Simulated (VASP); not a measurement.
# CuO (P-1) in VASP: notebook

CuO is run at these levels: PBEsol; tasks: vibrations by perturbation theory.

All numbers are computed with VASP 6.6.1; they aren't measurements. Logs are shortened: lines on timing, memory, paths and dates and some standing lists are left out, and cuts for length are marked.

## (1) The cell of the first run

The typed cell holds 4 atoms: a = 2.880 Å, b = 2.880 Å, c = 5.176 Å, α = 89.81°, β = 89.81°, γ = 89.22°.

## (2) Vibrations by perturbation theory, PBEsol

Contents of INCAR:

```
SYSTEM = CuO
PREC     = Accurate       ! precision mode
ENCUT    = 520            ! plane-wave cutoff, eV
EDIFF    = 1E-8           ! SCF threshold, eV
ISMEAR   = -1             ! smearing method
SIGMA    = 0.05           ! smearing width, eV
LREAL    = .False.        ! projectors in reciprocal space
LASPH    = .True.         ! aspherical terms in the spheres
NELM     = 80             ! most SCF steps
ALGO     = Normal         ! electronic algorithm
ISIF     = 2              ! what is computed and relaxed
LWAVE    = .False.        ! write WAVECAR
LCHARG   = .False.        ! write CHGCAR
GGA      = PS             ! functional
IBRION   = 8              ! ionic algorithm
NSW      = 1              ! ionic steps
```

Contents of KPOINTS:

```
regular mesh
0
Gamma
  8 8 6
  0 0 0
```

Contents of POSCAR:

```
CuO
1.0
    2.8795009639      0.0000000000      0.0000000000
    0.0390727580      2.8792794796      0.0000000000
    0.0174953863      0.0172449008      5.1763391994
Cu O
2 2
Direct
    0.0000000000      0.5000000000      0.0000000000
    0.5000000000      0.0000000000      0.5000000000
    0.9984239700      0.0016717800      0.7498871000
    0.0015760300      0.9983282200      0.2501129000
```

Potentials or basis: VASP PAW PBE potentials, release 64 (Cu, O).

Command:

```
cat potpaw_PBE.64/Cu/POTCAR potpaw_PBE.64/O/POTCAR > POTCAR
mpirun -np 1 vasp_std > vasp.out
```

OUTCAR:

```text
SYSTEM = CuO
   PREC = Accurate
   ENCUT = 520
   EDIFF = 1E-8
   ISMEAR = -1
   LREAL = .False.
   LASPH = .True.
   NELM = 80
   ISIF = 2
   GGA = PS
   IBRION = 8
   NSW = 1

 ion  position               nearest neighbor table
   1  0.000  0.500  0.000-   3 1.94   4 1.94   3 1.94   4 1.94
   2  0.500  0.000  0.500-   3 1.94   4 1.94   4 1.94   3 1.94
   3  0.998  0.002  0.750-   2 1.94   2 1.94   1 1.94   1 1.94
   4  0.002  0.998  0.250-   2 1.94   2 1.94   1 1.94   1 1.94

  LATTYP: Found a base centered monoclinic cell.
 ALAT       =    11.1169163425
 B/A-ratio  =     0.3638182808
 C/A-ratio  =     0.4656324948
 COS(beta)  =    -0.9295148209

  Lattice vectors:

 A1 = (   2.8620055776,  -0.0172449008,  -5.1763391994)
 A2 = (   0.0215773717,   2.8620345788,  -5.1763391994)
 A3 = (   0.0174953863,   0.0172449008,   5.1763391994)

Analysis of symmetry for initial positions (statically):
=====================================================================
 Subroutine PRICEL returns:
 Original cell was already a primitive cell.

 Routine SETGRP: Setting up the symmetry group for a
 base centered monoclinic supercell.

 Subroutine GETGRP returns: Found  2 space group operations
 (whereof  2 operations were pure point group operations)
 out of a pool of  4 trial point group operations.

The static configuration has the point symmetry S_2 .

Analysis of symmetry for dynamics (positions and initial velocities):
=====================================================================
 Subroutine PRICEL returns:
 Original cell was already a primitive cell.

[... 779 lines left out ...]

[... ionic steps 2 to 9 ...]

--------------------------------------- Ionic step       10  -------------------------------------------

------------------------ aborting loop because EDIFF is reached ----------------------------------------

--------------------------------------- Ionic step       11  -------------------------------------------

------------------------ aborting loop because EDIFF is reached ----------------------------------------

--------------------------------------- Ionic step       12  -------------------------------------------

 Free energy of the ion-electron system (eV)
  ---------------------------------------------------
  ---------------------------------------------------
  free energy    TOTEN  =        -0.37736247 eV

  energy without entropy =       -0.37736258

------------------------ aborting loop because EDIFF is reached ----------------------------------------

 INTERNAL STRAIN TENSOR  FOR ION    3  DIRECTION 3   (eV/Angst):
 -----------------------------------------------------------------------------
    -4.83146  0.06079  0.07917
     0.05512  4.79923 -0.10959
     0.08892 -0.08600 -0.05707

 INTERNAL STRAIN TENSOR FOR ION    4 for displacements in x,y,z  (eV/Angst):
          X           Y           Z          XY          YZ          ZX
  --------------------------------------------------------------------------------
  x    -0.07592     0.01877    -0.13869     0.08257     0.10780     6.30799
  y    -0.03325     0.08945     0.13825    -0.07789    -5.42542    -0.30136
  z     4.83146    -4.79923     0.05707    -0.05512     0.08600    -0.07917

 SECOND DERIVATIVES (NOT SYMMETRIZED)
 ------------------------------------
               1X          1Y          1Z          2X          2Y          2Z          3X          3Y          3Z          4X          4Y          4Z
  1X    -4.676212   -0.137940   -0.069826    0.399859   -0.000030    0.004777    2.138176    0.068985    0.032524    2.138176    0.068985    0.032524
  1Y    -0.137902  -15.376754   -0.028436   -0.008215    0.401071    0.006642    0.073059    7.487842    0.010897    0.073059    7.487842    0.010897
  1Z    -0.070844   -0.029107  -16.286271    0.006734    0.005235    3.904908    0.032055    0.011936    6.190682    0.032055    0.011936    6.190682
  2X     0.399144   -0.008240    0.006208  -15.462541    0.007495   -0.011430    7.531698    0.000372    0.002611    7.531698    0.000372    0.002611
  2Y    -0.000096    0.399109    0.005326    0.007491   -4.670866   -0.072069   -0.003698    2.135878    0.033372   -0.003698    2.135878    0.033372
  2Z     0.004636    0.007115    3.903455   -0.012194   -0.072886  -16.349497    0.003779    0.032885    6.223021    0.003779    0.032885    6.223021
  3X     2.143949    0.071128    0.030737    7.541549   -0.005577   -0.002158   -7.632350   -0.044913   -0.026866   -2.053148   -0.020638   -0.001714
  3Y     0.065981    7.497198    0.006289   -0.002899    2.144534    0.031530   -0.042010   -7.584925   -0.037580   -0.021072   -2.056807   -0.000239
  3Z     0.043606    0.023497    6.198570    0.015989    0.043501    6.228345   -0.062088   -0.070818  -14.371521    0.002492    0.003820    1.944606
  4X     2.143949    0.071128    0.030737    7.541549   -0.005577   -0.002158   -2.053148   -0.020638   -0.001714   -7.632350   -0.044913   -0.026866
  4Y     0.065981    7.497198    0.006289   -0.002899    2.144534    0.031530   -0.021072   -2.056807   -0.000239   -0.042010   -7.584925   -0.037580
  4Z     0.043606    0.023497    6.198570    0.015989    0.043501    6.228345    0.002492    0.003820    1.944606   -0.062088   -0.070818  -14.371521

 Eigenvectors and eigenvalues of the dynamical matrix
 ----------------------------------------------------

   1 f  =   15.787220 THz    99.194027 2PiTHz  526.604968 cm-1    65.290665 meV
             X         Y         Z           dx          dy          dz
      0.019536  1.439640  0.000000     0.000000   -0.000000   -0.000000
      1.448498  0.008622  2.588170     0.000000   -0.000000   -0.000000
      2.888148  0.017745  3.881670    -0.002962   -0.003676   -0.707091
      0.047921  2.878779  1.294669     0.002962    0.003676    0.707091
[... 71 lines left out ...]
  12 f/i=    0.011089 THz     0.069672 2PiTHz    0.369880 cm-1     0.045859 meV
             X         Y         Z           dx          dy          dz
      0.019536  1.439640  0.000000    -0.100095   -0.154142   -0.604782
      1.448498  0.008622  2.588170    -0.099281   -0.155129   -0.604757
      2.888148  0.017745  3.881670    -0.049523   -0.077050   -0.303340
      0.047921  2.878779  1.294669    -0.049523   -0.077050   -0.303340

--------------------------------------------------------------------------------------------------------

 ELASTIC MODULI CONTR FROM IONIC RELAXATION (kBar)
 Direction    XX          YY          ZZ          XY          YZ          ZX
 --------------------------------------------------------------------------------
 XX        -106.9603    106.2171     -1.3350      1.2653     -5.3990      9.0632
 YY         106.2171   -105.5653      1.1148     -1.1345      9.5961     -3.9710
 ZZ          -1.3350      1.1148     -0.5324      0.3142     10.3362     12.3541
 XY           1.2653     -1.1345      0.3142     -0.1877     -5.8162     -7.3480
 YZ          -5.3990      9.5961     10.3362     -5.8162   -397.8791    -32.9773
 ZX           9.0632     -3.9710     12.3541     -7.3480    -32.9773   -534.0253
 --------------------------------------------------------------------------------
```

OSZICAR:

```text
N       E                     dE             d eps       ncg     rms          rms(c)
DAV:   1     0.305032226398E+03    0.30503E+03   -0.16919E+04  8400   0.251E+03
DAV:   2     0.172807861123E+02   -0.28775E+03   -0.27367E+03  8392   0.438E+02
DAV:   3    -0.258400020898E+02   -0.43121E+02   -0.40983E+02 11211   0.191E+02
DAV:   4    -0.276312444458E+02   -0.17912E+01   -0.17696E+01 11281   0.394E+01
[... 189 lines left out ...]
RMM:  15    -0.377362477555E+00    0.62962E-07   -0.87954E-08 14247   0.291E-04    0.328E-06
RMM:  16    -0.377362462368E+00    0.15188E-07   -0.58691E-08 14338   0.257E-04    0.471E-06
RMM:  17    -0.377362472989E+00   -0.10621E-07   -0.78501E-08 14670   0.248E-04    0.705E-07
RMM:  18    -0.377362473579E+00   -0.58998E-09   -0.70375E-08 15100   0.244E-04    0.317E-07
 Linear response finished
```

stdout:

```text
POSCAR found type information on POSCAR CuO
 POSCAR found :  2 types and       4 ions
 scaLAPACK will be used
 -----------------------------------------------------------------------------
|                                                                             |
|                                                                             |
|     You enforced a specific xc type in the INCAR file but a different       |
[... 32 lines left out ...]
 first order change of Fermi-energy   0.76324E-02
 force on displaced ion       3 direction 1 :  -7.632  -0.045  -0.027
 Linear response progress:
 first order change of Fermi-energy  -0.84294E-02
 force on displaced ion       3 direction 2 :  -0.042  -7.585  -0.038
 Linear response progress:
 first order change of Fermi-energy   0.54807E-03
 force on displaced ion       3 direction 3 :  -0.062  -0.071 -14.372
 Linear response finished
```

Wall time 65 min (1 thread of Oxide Virtual Turin-like, shared host); peak memory 0.43 GiB.

What came out:

```
Highest phonon frequency at Γ, LO-TO splitting left out : 527 cm⁻¹
```

Phonon frequencies in cm⁻¹ (negative: imaginary):
```csv
q point,frequencies
"(0.000, 0.000, 0.000)",0 0 0 172 173 294 306 308 468 471 514 527
```

Caveat: the cell stands under pressure or tension, which shifts response properties.

## (3) Vibrations by perturbation theory, PBEsol

Contents of INCAR:

```
SYSTEM = CuO
PREC = Accurate ; ENCUT = 520
EDIFF = 1E-8 ; ISMEAR = -1
SIGMA = 0.05 ; LREAL = .False.
LASPH = .True. ; NELM = 80
ALGO = Fast ; ISIF = 2
LWAVE = .False. ; LCHARG = .False.
GGA = PS ; IBRION = 8
NSW = 1
```

Contents of KPOINTS:

```
Automatic mesh
0
Gamma
  9 9 5
  0 0 0
```

POSCAR is that of step 2.

Potentials or basis: VASP PAW PBE potentials, release 64 (Cu, O).

Command:

```
cat potpaw_PBE.64/Cu/POTCAR potpaw_PBE.64/O/POTCAR > POTCAR
mpirun -np 1 vasp_std > vasp.out
```

OUTCAR:

```text
SYSTEM = CuO
   PREC = Accurate
   ENCUT = 520
   EDIFF = 1E-8
   ISMEAR = -1
   LREAL = .False.
   LASPH = .True.
   NELM = 80
   ISIF = 2
   GGA = PS
   IBRION = 8
   NSW = 1

 ion  position               nearest neighbor table
   1  0.000  0.500  0.000-   3 1.94   4 1.94   3 1.94   4 1.94
   2  0.500  0.000  0.500-   3 1.94   4 1.94   4 1.94   3 1.94
   3  0.998  0.002  0.750-   2 1.94   2 1.94   1 1.94   1 1.94
   4  0.002  0.998  0.250-   2 1.94   2 1.94   1 1.94   1 1.94

  LATTYP: Found a base centered monoclinic cell.
 ALAT       =    11.1169163425
 B/A-ratio  =     0.3638182808
 C/A-ratio  =     0.4656324948
 COS(beta)  =    -0.9295148209

  Lattice vectors:

 A1 = (   2.8620055776,  -0.0172449008,  -5.1763391994)
 A2 = (   0.0215773717,   2.8620345788,  -5.1763391994)
 A3 = (   0.0174953863,   0.0172449008,   5.1763391994)

Analysis of symmetry for initial positions (statically):
=====================================================================
 Subroutine PRICEL returns:
 Original cell was already a primitive cell.

 Routine SETGRP: Setting up the symmetry group for a
 base centered monoclinic supercell.

 Subroutine GETGRP returns: Found  2 space group operations
[... 805 lines left out ...]
  ---------------------------------------------------
  free energy    TOTEN  =        -0.37746530 eV

  energy without entropy =       -0.37746558

------------------------ aborting loop because EDIFF is reached ----------------------------------------

 INTERNAL STRAIN TENSOR  FOR ION    3  DIRECTION 3   (eV/Angst):
 -----------------------------------------------------------------------------
    -5.19157  0.06898  0.09874
     0.06233  5.15611 -0.09793
     0.10153 -0.10109 -0.05236

 INTERNAL STRAIN TENSOR FOR ION    4 for displacements in x,y,z  (eV/Angst):
          X           Y           Z          XY          YZ          ZX
  --------------------------------------------------------------------------------
  x    -0.07504     0.00176    -0.13198     0.07989    -0.06981     6.36970
  y    -0.01167     0.07703     0.13016    -0.07679    -5.46153    -0.11032
  z     5.19157    -5.15611     0.05236    -0.06233     0.10109    -0.09874

 SECOND DERIVATIVES (NOT SYMMETRIZED)
 ------------------------------------
               1X          1Y          1Z          2X          2Y          2Z          3X          3Y          3Z          4X          4Y          4Z
  1X    -4.721271   -0.138291   -0.069616    0.332171    0.000282    0.005782    2.194550    0.069004    0.031917    2.194550    0.069004    0.031917
  1Y    -0.137934  -15.554630   -0.026890   -0.006096    0.334036    0.006144    0.072015    7.610297    0.010373    0.072015    7.610297    0.010373
  1Z    -0.070284   -0.027633  -16.057878    0.006378    0.006384    3.904628    0.031953    0.010625    6.076625    0.031953    0.010625    6.076625
  2X     0.332755   -0.005913    0.005515  -15.644312    0.008653   -0.009445    7.655779   -0.001370    0.001965    7.655779   -0.001370    0.001965
  2Y     0.000318    0.333184    0.006471    0.008755   -4.719710   -0.071685   -0.004536    2.193263    0.032607   -0.004536    2.193263    0.032607
  2Z     0.005698    0.006786    3.904247   -0.010376   -0.072480  -16.123187    0.002339    0.032847    6.109470    0.002339    0.032847    6.109470
  3X     2.201019    0.070137    0.030612    7.665321   -0.006468   -0.003363   -7.680948   -0.042138   -0.026550   -2.185392   -0.021530   -0.000699
  3Y     0.066169    7.620168    0.004850   -0.004422    2.200766    0.031582   -0.039313   -7.631021   -0.037216   -0.022433   -2.189912    0.000784
  3Z     0.041887    0.023699    6.086559    0.015545    0.041922    6.113795   -0.061782   -0.072371  -14.444865    0.004350    0.006749    2.244512
  4X     2.201019    0.070137    0.030612    7.665321   -0.006468   -0.003363   -2.185392   -0.021530   -0.000699   -7.680948   -0.042138   -0.026550
  4Y     0.066169    7.620168    0.004850   -0.004422    2.200766    0.031582   -0.022433   -2.189912    0.000784   -0.039313   -7.631021   -0.037216
  4Z     0.041887    0.023699    6.086559    0.015545    0.041922    6.113795    0.004350    0.006749    2.244512   -0.061782   -0.072371  -14.444865

 Eigenvectors and eigenvalues of the dynamical matrix
 ----------------------------------------------------

   1 f  =   15.966776 THz   100.322211 2PiTHz  532.594313 cm-1    66.033249 meV
             X         Y         Z           dx          dy          dz
      0.019536  1.439640  0.000000    -0.000000   -0.000000    0.000000
      1.448498  0.008622  2.588170    -0.000000   -0.000000    0.000000
      2.888148  0.017745  3.881670    -0.002911   -0.003686   -0.707091
      0.047921  2.878779  1.294669     0.002911    0.003686    0.707091
[... 71 lines left out ...]
  12 f/i=    0.010700 THz     0.067229 2PiTHz    0.356907 cm-1     0.044251 meV
             X         Y         Z           dx          dy          dz
      0.019536  1.439640  0.000000    -0.129761   -0.110043   -0.608902
      1.448498  0.008622  2.588170    -0.128992   -0.110771   -0.608741
      2.888148  0.017745  3.881670    -0.064420   -0.054924   -0.305354
      0.047921  2.878779  1.294669    -0.064420   -0.054924   -0.305354

--------------------------------------------------------------------------------------------------------

 ELASTIC MODULI CONTR FROM IONIC RELAXATION (kBar)
 Direction    XX          YY          ZZ          XY          YZ          ZX
 --------------------------------------------------------------------------------
 XX        -120.6999    119.8139     -1.3235      1.5136     -4.6506      9.9725
 YY         119.8139   -119.0655      1.0663     -1.3549      9.4728     -3.4884
 ZZ          -1.3235      1.0663     -0.4829      0.2959      9.6258     11.6933
 XY           1.5136     -1.3549      0.2959     -0.1855     -5.6552     -7.0953
 YZ          -4.6506      9.4728      9.6258     -5.6552   -409.4657     -3.7465
 ZX           9.9725     -3.4884     11.6933     -7.0953     -3.7465   -551.5845
 --------------------------------------------------------------------------------
```

Wall time 81 min (1 thread of Oxide Virtual Turin-like, shared host); peak memory 0.43 GiB.

Results:

```yaml
Highest_phonon_frequency_at_Γ_LO-TO_splitting_left_out: 533 cm⁻¹
```

Phonon frequencies in cm⁻¹ (negative: imaginary):
```csv
q point,frequencies
"(0.000, 0.000, 0.000)",0 0 0 172 173 293 304 306 472 475 509 533
```

Caveat: the cell stands under pressure or tension, which shifts response properties.
